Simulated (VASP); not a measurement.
Set up this calculation in VASP 6.6.1, as the native input.

```
Task                   : electric field gradients
Functional             : LDA
Potentials or basis    : VASP PAW LDA potentials, release 64 (Sn_d, Ir)
Cutoff                 : 520 eV
k mesh                 : 10 × 10 × 10
Occupations            : fermi-dirac, width 0.03 eV
Spin                   : no spin polarisation
Dipole correction      : no
Further INCAR settings : ALGO = Normal; EDIFF = 1e-08; NBANDS = 26
```

The structure of Sn2Ir lies in POSCAR:

```
Sn2Ir
1.0
    0.0000000000      3.1690000000      3.1690000000
    3.1690000000      0.0000000000      3.1690000000
    3.1690000000      3.1690000000      0.0000000000
Sn Ir
2 1
Direct
    0.2500000000      0.2500000000      0.2500000000
    0.7500000000      0.7500000000      0.7500000000
    0.0000000000      0.0000000000      0.0000000000
```

One way to write it, as run:

INCAR

```
SYSTEM = Sn2Ir
PREC = Accurate ; ENCUT = 520
EDIFF = 1E-8 ; ISMEAR = -1
SIGMA = 0.03 ; LREAL = .FALSE.
LASPH = .TRUE. ; NELM = 80
ALGO = Normal ; ISIF = 2
LWAVE = .FALSE. ; LCHARG = .FALSE.
GGA = CA ; LEFG = .TRUE.
NBANDS = 26
```

KPOINTS

```
regular mesh
0
G
  10 10 10
  0 0 0
```

Potentials or basis: VASP PAW LDA potentials, release 64 (Sn_d, Ir).

Command:

```sh
$ cat potpaw_LDA.64/Sn_d/POTCAR potpaw_LDA.64/Ir/POTCAR > POTCAR
$ mpirun -np 1 vasp_std > vasp.out
```

It gave:

```yaml
Pressure: -1.8 GPa
```

Caveat: without QUAD_EFG the Cq values of the log hold for a quadrupole moment of 1 mb, not for the nuclei.

It took 86 s on 1 thread of Intel Xeon 6975P-C (shared host), peak memory 0.21 GiB.
